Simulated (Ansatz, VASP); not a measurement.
## Re in VASP and in Ansatz

The input INCAR:

```
PREC = Accurate
ENCUT = 520
EDIFF = 1E-7
ISMEAR = -1
SIGMA = 0.1
LREAL = False
LASPH = True
NELM = 100
ALGO = Normal
ISIF = 2
LWAVE = False
LCHARG = True
GGA = RP
LELF = True
LVHAR = True
NBANDS = 18
```

File KPOINTS:

```
Automatic mesh
0
Gamma
  9 9 13
```

The input POSCAR:

```
Re
1.0
    4.3364225411      0.0000000000      0.0000000000
   -2.1682112705      3.7554520821      0.0000000000
    0.0000000000      0.0000000000      2.7176632391
Re
3
Direct
    1.0000000000      1.0000000000      1.0000000000
    0.3333333333      0.6666666667      0.5000000000
    0.6666666667      0.3333333333      0.5000000000
```

Input for Ansatz:

```yaml
crystal:
  lattice:
    - [4.3364225411, 0.0, 0.0]
    - [-2.1682112705, 3.7554520821, 0.0]
    - [0.0, 0.0, 2.7176632391]
  atoms:
    - { symbol: Re, position: [1.0, 1.0, 1.0] }
    - { symbol: Re, position: [0.3333333333, 0.6666666667, 0.5] }
    - { symbol: Re, position: [0.6666666667, 0.3333333333, 0.5] }
hamiltonian:
  xc: rpbe
  pseudopotentials:
    kind: paw
    azcp:
      Re: "pseudopotentials/Re.paw.azcp"
basis:
  ecutwfc: 420
  fft_grid_basis: typed
kpoints:
  mp_grid: { grid: [9, 9, 13], shift: [0, 0, 0] }
magnetization:
  spin_polarized: false
scf:
  occupations: { method: fermi_dirac, width: 0.1 }
  lower_state_search: "off"
output:
  stress: true
```

Alike in both runs: task single point; functional RPBE; k mesh 9 × 9 × 13; occupations fermi-dirac, width 0.1 eV; no spin polarisation.

|  | VASP | Ansatz |
| --- | --- | --- |
| version | VASP 6.6.1 | Ansatz 0.2.0 |
| potentials or method | VASP PAW PBE potentials, release 64 (Re), cutoff 520 eV | plane waves (420 eV) with PAW, scalar-relativistic |
| valence electrons in the cell | 21 | 45 |

VASP gave:

- pressure (GPa): 14.3
- traceless stress, the component that is largest in VASP (GPa): -1.24

Problem. Which values does Ansatz return?

Solution. Pressure (GPa): 15.0; traceless stress, the component that is largest in VASP (GPa): -1.83.

VASP's potentials were made for PBE, not for RPBE. With one functional, cell and mesh, what is left measures potentials, basis and numerics. VASP's potentials hold 21 valence electrons a cell and Ansatz's 45, so a difference there can come from the potentials and not from the codes.

Neither program's run includes spin-orbit coupling.
